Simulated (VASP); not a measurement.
Sb2Pt: single point with PBE

Sb2Pt:

```xyz
12
Lattice="6.5066 0.0000 0.0000 0.0000 6.5066 0.0000 0.0000 0.0000 6.5066" Properties=species:S:1:pos:R:3 pbc="T T T"
Sb    2.4436    2.4436    2.4436
Sb    0.8097    4.0630    5.6968
Sb    5.6968    0.8097    4.0630
Sb    4.0630    5.6968    0.8097
Sb    4.0630    4.0630    4.0630
Sb    5.6968    2.4436    0.8097
Sb    0.8097    5.6968    2.4436
Sb    2.4436    0.8097    5.6968
Pt    0.0000    0.0000    0.0000
Pt    3.2533    0.0000    3.2533
Pt    3.2533    3.2533    0.0000
Pt    0.0000    3.2533    3.2533
```

```json
{
 "Program": "VASP 6.6.1",
 "Task": "single point",
 "Functional": "PBE",
 "Potentials or basis": "VASP PAW PBE potentials, release 64 (Sb, Pt)",
 "Cutoff": "520 eV",
 "k mesh": "4 × 4 × 4",
 "Occupations": "fermi-dirac, width 0.02 eV",
 "Spin": "no spin polarisation",
 "Dipole correction": "no",
 "Further INCAR settings": "ALGO = Normal; EDIFF = 1e-06; NBANDS = 52"
}
```

The pressure is 2.3 GPa. The largest force is 0.163 eV/Å. The band gap on the k mesh is zero (bands 40 and 41 overlap by 0.18 eV).

Forces in eV/Å, atoms in the order of the input:
```
Sb  -0.094 -0.094 -0.094
Sb   0.094  0.094 -0.094
Sb  -0.094  0.094  0.094
Sb   0.094 -0.094  0.094
Sb   0.094  0.094  0.094
Sb  -0.094 -0.094  0.094
Sb   0.094 -0.094 -0.094
Sb  -0.094  0.094 -0.094
Pt   0.000  0.000  0.000
Pt   0.000  0.000  0.000
Pt   0.000  0.000  0.000
Pt   0.000  0.000  0.000
```

Levels at points of the mesh, in eV from the Fermi level:
| k point | band 36 | band 37 | band 38 | band 39 | band 40 | band 41 | band 42 | band 43 | band 44 | band 45 |
| --- | --- | --- | --- | --- | --- | --- | --- | --- | --- | --- |
| (0.00, 0.00, 0.00) | -2.31 | -1.81 | -0.52 | -0.52 | -0.52 | -0.01 | -0.01 | -0.01 | 0.99 | 3.20 |
| (0.50, 0.00, 0.00) | -1.81 | -1.41 | -1.41 | -0.65 | -0.65 | 0.79 | 0.79 | 1.48 | 1.48 | 2.22 |
| (0.50, 0.50, 0.00) | -1.78 | -0.71 | -0.71 | -0.71 | -0.71 | 1.68 | 1.68 | 1.68 | 1.68 | 1.82 |
| (0.50, 0.50, 0.50) | -1.18 | -0.63 | -0.63 | -0.63 | -0.63 | -0.11 | -0.11 | -0.11 | -0.11 | 2.52 |

It took 2.4 min on 1 thread of Intel(R) Xeon(R) 6975P-C (Granite Rapids) (shared host), peak memory 0.4 GiB.

Caveat: spin-orbit coupling is left out, which moves the levels of the heavy elements.
